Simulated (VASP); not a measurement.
Here is a VASP 6.6.1 calculation.

INCAR

```
PREC = Accurate
ENCUT = 520
EDIFF = 1E-7
ISMEAR = 0
SIGMA = 0.05
LREAL = Auto
LASPH = T
NELM = 80
ALGO = Normal
ISIF = 2
LWAVE = F
LCHARG = T
GGA = PE
IVDW = 12
LELF = T
LVHAR = T
NELECT = 88.0
NBANDS = 59
```

The input KPOINTS:

```
Automatic mesh
0
Gamma
  4 4 2
```

The input POSCAR:

```
Si6O11
1.0
   -2.4573906087      4.2563253884      0.0000000000
    0.0000000000      0.0000000000      5.4210324304
    7.3721718262      4.2563253883      0.0000000000
Si O
6 11
Direct
    0.7669799462      0.6666666667      0.2330200538
    0.2669799462      0.6666666667      0.7330200538
    0.9660401075      0.3333333333      0.5000000000
    0.4660401075      0.3333333333      0.0000000000
    0.2669799462      0.0000000000      0.2669799462
    0.7669799462      0.0000000000      0.7669799462
    0.2730030153      0.2203350802      0.1370425925
    0.7730030153      0.2203350802      0.6370425925
    0.0690623811      0.8870017469      0.7949771961
    0.6579346037      0.5536684135      0.0679802114
    0.1579346037      0.5536684135      0.5679802114
    0.0690623811      0.7796649198      0.2050228039
    0.5690623811      0.7796649198      0.7050228039
    0.5072233598     -0.0463373997      0.2759709307
    0.6579346037      0.1129982531      0.9320197886
    0.7730030153      0.4463315865      0.3629574075
    0.2730030153      0.4463315865      0.8629574075
```

Potentials or basis: VASP PAW PBE potentials, release 64 (Si, O).

Launch:

```console
$ cat potpaw_PBE.64/Si/POTCAR potpaw_PBE.64/O/POTCAR > POTCAR
$ mpirun -np 1 vasp_std > vasp.out
```

(1) Estimate the largest force.

(2) Predict the dispersion energy per atom.

## Answers

(1) 45.762 eV/Å.

(2) -0.142 eV.

Caveat: the k points lie up to 0.37 Å⁻¹ apart; the cell carries a net charge on a neutralising background, which shifts energy and pressure; the cell differs from its parent crystal (atom 14 moved 0.875 of the way to it and -0.375 Å across, host rigid).
